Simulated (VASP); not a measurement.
Crystal: CsPtS.

```
CELL_PARAMETERS angstrom
4.65440 0.00000 0.00000
0.00000 4.65440 0.00000
0.00000 0.00000 5.23363
ATOMIC_POSITIONS crystal
Cs 0.00000 0.00000 0.00000
Pt 0.00000 0.00000 0.50000
S 0.50000 0.50000 0.50000
```

The cell was built from a structure type or drawn by symmetry, and may not be a known phase.

* Program: VASP 6.6.1
* Task: relaxation of cell and atoms
* Functional: PBE
* Potentials or basis: VASP PAW PBE potentials, release 64 (Cs_sv, Pt, S)
* Cutoff: 600 eV
* k mesh: 4 × 4 × 4
* Occupations: gaussian, width 0.1 eV
* Spin: no spin polarisation

At the start: pressure -2.4 GPa; volume 37.79 Å³/atom.

Task: Where does the relaxation end?

Result: Over 12 steps the energy falls by 1015.9 meV/atom and the volume is 27.23 Å³/atom (-28.0 %); space group P4/mmm (No. 123, to 0.1 Å) before and after.

The path:
```tsv
step	energy change (eV)	largest force (eV/Å)	pressure (GPa)	volume (Å³)
1	0.0000	0.0000	-2.40	113.38
2	-1.6946	0.0000	-5.57	102.67
3	-2.3552	0.0000	11.40	76.54
4	-2.7446	0.0000	-4.90	92.73
5	-3.0135	0.0000	-0.27	83.63
6	-3.0138	0.0000	-2.37	86.11
7	-3.0236	0.0000	-1.73	85.28
8	-3.0245	0.0000	-1.19	84.62
9	-3.0452	0.0000	0.40	81.39
10	-3.0452	0.0000	0.46	81.35
11	-3.0469	0.0000	-0.23	81.88
12	-3.0477	0.0000	-0.02	81.69
```

Final structure:
```xyz
3
Lattice="3.5542 0.0000 0.0000 0.0000 3.5542 0.0000 0.0000 0.0000 6.4664" Properties=species:S:1:pos:R:3 pbc="T T T"
Cs    0.0000    0.0000    0.0000
Pt    0.0000    0.0000    3.2332
S     1.7771    1.7771    3.2332
```

Caveat: the volume moved by over 15 % at a fixed basis, so the end points are rough.
